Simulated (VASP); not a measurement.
Wanted: the native input for a VASP 6.6.1 run.

* Task: single point
* Functional: RPBE
* Dispersion: D4
* Potentials or basis: VASP PAW PBE potentials, release 64 (Pb_d, Te)
* Cutoff: 520 eV
* k mesh: 7 × 7 × 7
* Occupations: fermi-dirac, width 0.05 eV
* Spin: no spin polarisation
* Dipole correction: no
* Further INCAR settings: ALGO = Normal; EDIFF = 1e-06; NBANDS = 17

The structure of TePb lies in POSCAR:

```
TePb
1.0
    0.0000000000      3.2523979746      3.2523979746
    3.2523979746      0.0000000000      3.2523979746
    3.2523979746      3.2523979746      0.0000000000
Pb Te
1 1
Direct
    0.0000000000      0.0000000000      0.0000000000
    0.5000000000      0.5000000000      0.5000000000
```

The input as run:

INCAR

```
PREC = Accurate ; ENCUT = 520
EDIFF = 1E-6 ; ISMEAR = -1
SIGMA = 0.05 ; LREAL = False
LASPH = True ; NELM = 80
ALGO = Normal ; ISIF = 2
LWAVE = False ; LCHARG = False
GGA = RP ; IVDW = 13
NBANDS = 17
```

KPOINTS

```
Automatic mesh
0
Gamma
  7 7 7
```

Potentials or basis: VASP PAW PBE potentials, release 64 (Pb_d, Te).

The run is started by

```sh
$ cat potpaw_PBE.64/Pb_d/POTCAR potpaw_PBE.64/Te/POTCAR > POTCAR
$ mpirun -np 1 vasp_std > vasp.out
```

It gave:

* Pressure: -0.8 GPa
* Dispersion energy per atom: -0.753 eV

Caveat: the PAW data sets were made with another functional, which shifts forces and pressure a little.

Wall time 12 s on 1 thread of Intel Xeon 6975P-C (shared host), peak memory 0.21 GiB.
